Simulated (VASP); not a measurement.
# MgO2 (R-3m) in VASP: a series of runs, part 2 of 2

VASP 6.6.1. The steps go on from the part before.

**4. Single point, PBEsol (strain -0.015 along x and y, -0.015 along z)**

File INCAR:

```
PREC = Accurate
ENCUT = 520
EDIFF = 1E-6
ISMEAR = 0
SIGMA = 0.05
LREAL = F
LASPH = T
NELM = 60
ALGO = Normal
ISIF = 2
LWAVE = F
LCHARG = F
GGA = PS
NBANDS = 14
```

File KPOINTS:

```
regular mesh
0
Gamma
  12 12 12
```

File POSCAR:

```
MgO2
1.0
    1.5806896008      0.9126115665      3.4415691918
   -1.5806896008      0.9126115665      3.4415691918
    0.0000000000     -1.8252231330      3.4415691918
Mg O
1 2
Direct
    0.0000000000      0.0000000000      0.0000000000
    0.4287860000      0.4287860000      0.4287860000
    0.5712140000      0.5712140000      0.5712140000
```

Potentials or basis: VASP PAW PBE potentials, release 64 (Mg, O).

Started as:

```
cat potpaw_PBE.64/Mg/POTCAR potpaw_PBE.64/O/POTCAR > POTCAR
mpirun -np 1 vasp_std > vasp.out
```

OUTCAR:

```text
PREC = Accurate
   ENCUT = 520
   EDIFF = 1E-6
   ISMEAR = 0
   LREAL = F
   LASPH = T
   NELM = 60
   ISIF = 2
   GGA = PS

 ion  position               nearest neighbor table
   1  0.000  0.000  0.000-   3 2.07   2 2.07   3 2.07   3 2.07   2 2.07   2 2.07
   2  0.429  0.429  0.429-   3 1.47   1 2.07   1 2.07   1 2.07
   3  0.571  0.571  0.571-   2 1.47   1 2.07   1 2.07   1 2.07

  LATTYP: Found a trigonal (rhomboedric) cell.
 ALAT       =     3.8956177928
 COS(alpha) =     0.6707160928

  Lattice vectors:

 A1 = (   1.5806896008,   0.9126115665,   3.4415691918)
 A2 = (  -1.5806896008,   0.9126115665,   3.4415691918)
 A3 = (   0.0000000000,  -1.8252231330,   3.4415691918)

Analysis of symmetry for initial positions (statically):
=====================================================================
 Subroutine PRICEL returns:
 Original cell was already a primitive cell.

 Routine SETGRP: Setting up the symmetry group for a
 trigonal (rhombohedral) supercell.

 Subroutine GETGRP returns: Found 12 space group operations
 (whereof 12 operations were pure point group operations)
 out of a pool of 12 trial point group operations.

The static configuration has the point symmetry D_3d.

Analysis of symmetry for dynamics (positions and initial velocities):
=====================================================================
 Subroutine PRICEL returns:
 Original cell was already a primitive cell.

 Routine SETGRP: Setting up the symmetry group for a
 trigonal (rhombohedral) supercell.

 Subroutine GETGRP returns: Found 12 space group operations
 (whereof 12 operations were pure point group operations)
 out of a pool of 12 trial point group operations.

The dynamic configuration has the point symmetry D_3d.

 Subroutine INISYM returns: Found 12 space group operations
 (whereof 12 operations are pure point group operations),
 and found     1 'primitive' translations

[... 126 lines left out ...]
   LRPA    =     F    only Hartree local field effects (RPA)
 non-spin polarized calculation
 Gauss-broadening in eV      SIGMA  =   0.05
  energy-cutoff  :      520.00
  volume of cell :       29.79
 maximum number of plane-waves:       816
 NGX is ok and might be reduce to    30
   NGX = 15   NGY = 15   NGZ = 15

 number of electron      14.0000001 magnetization

 Free energy of the ion-electron system (eV)
  ---------------------------------------------------
  ext. energy  EPLUGINS =         0.00000000
  ---------------------------------------------------
  free energy    TOTEN  =       -17.22182229 eV

  energy without entropy =      -17.22182229  energy(sigma->0) =      -17.22182229

 E-fermi :   3.3136     XC(G=0): -10.6610

 val. band max:        3.0007121458   @ k =   0.5000   0.5000   0.5000
 cond. band min:       5.4844782340   @ k =   0.5000   0.5000   0.5000
 fundamental gap:      2.4837660883
 Fermi energy:         3.3135826260

 k-point     1 :       0.0000    0.0000    0.0000
  band No.  band energies     occupation
      1     -18.6874      2.00000
      2     -11.4808      2.00000
      3      -5.0353      2.00000
      4      -0.5098      2.00000
      5      -0.5098      2.00000
      6       2.1212      2.00000
      7       2.1212      2.00000
      8       7.6366      0.00000
      9       8.0136      0.00000
     10      15.3625      0.00000
     11      17.1831      0.00000
     12      17.8297      0.00000
     13      17.8297      0.00000
     14      19.8947      0.00000
[... 377 lines left out ...]
      1     -18.0981      2.00000
      2     -11.8807      2.00000
      3      -3.9763      2.00000
      4      -2.9975      2.00000
      5      -1.3081      2.00000
      6       1.4530      2.00000
      7       1.7672      2.00000
      8       7.3257      0.00000
      9      12.3646      0.00000
     10      13.4513      0.00000
     11      15.8303      0.00000
     12      17.5521      0.00000
     13      17.8106      0.00000
     14      20.5049      0.00000

 [... further k-points ...]

------------------------ aborting loop because EDIFF is reached ----------------------------------------

  FORCE on cell =-STRESS in cart. coord.  units (eV):
  Direction    XX          YY          ZZ          XY          YZ          ZX
  --------------------------------------------------------------------------------------
  -------------------------------------------------------------------------------------
  Total        0.0580075      0.0580075      0.4791772      0.0000000      0.0000000      0.0000000
  in kB        3.1200003      3.1200003     25.7730856      0.0000000      0.0000000      0.0000000
  external PRESSURE =      10.6710287 kB  Pullay stress =       0.0000000 kB

 VOLUME and BASIS-vectors are now :
 -----------------------------------------------------------------------------
  energy-cutoff  :      520.00
  volume of cell :       29.79
      direct lattice vectors                 reciprocal lattice vectors
     1.580689601  0.912611566  3.441569192     0.316317637  0.182626073  0.096855043
    -1.580689601  0.912611566  3.441569192    -0.316317637  0.182626073  0.096855043
     0.000000000 -1.825223133  3.441569192     0.000000000 -0.365252146  0.096855043

 POSITION                                       TOTAL-FORCE (eV/Angst)
 -----------------------------------------------------------------------------------
      0.00000      0.00000      0.00000         0.000000     -0.000000     -0.000000
      0.00000      0.00000      4.42709         0.000000      0.000000     -0.113031
      0.00000      0.00000      5.89762         0.000000      0.000000      0.113031
 -----------------------------------------------------------------------------------
    total drift:                                0.000000     -0.000000      0.000000

  FREE ENERGIE OF THE ION-ELECTRON SYSTEM (eV)
  ---------------------------------------------------
  free  energy   TOTEN  =       -17.2218222854 eV

  energy  without entropy=      -17.2218222854  energy(sigma->0) =      -17.22182229
```

Wall time 90 s (1 thread of Intel Xeon Platinum 8259CL at 2.50GHz (Skylake/Cascade Lake), shared host); peak memory 0.22 GiB.

Results:

```
Free energy            : -17.2218 eV
Pressure               : 1.1 GPa
Largest force          : 0.113 eV/Å
Band gap on the k mesh : 2.48 eV, direct
```

Forces on the atoms (eV/Å):
```
Mg   0.000  0.000  0.000
O    0.000  0.000 -0.113
O    0.000  0.000  0.113
```

Stress tensor (GPa, compression positive):
```
0.31 0.00 0.00
0.00 0.31 0.00
0.00 0.00 2.58
```

Caveat: the cell differs from its parent crystal (strain -0.015 along x and y, -0.015 along z); the PAW data sets were made with another functional, which shifts forces and pressure a little. A k mesh can miss the band edges.

**5. Overview**

| cell | gap on the mesh (eV) | pressure (GPa) | largest force (eV/Å) |
| --- | --- | --- | --- |
| a = 3.849 Å, angles 48.5°, 3 atoms | 2.82 | 4.4 | 0.62 |
| a = 3.976 Å, angles 46.1°, 3 atoms | 1.80 | -1.3 | 0.87 |
| a = 3.896 Å, angles 47.9°, 3 atoms | 2.48 | 1.1 | 0.11 |

Alike in all rows: task single point; level PBEsol; potentials or basis VASP PAW PBE potentials, release 64 (Mg, O); no spin polarisation; k mesh 12 × 12 × 12; cutoff (eV) 520; smearing gaussian 0.05 eV.

Caveats: the PAW data sets were made with another functional, which shifts forces and pressure a little.

Absolute energies hang on the potentials; compare differences alone.
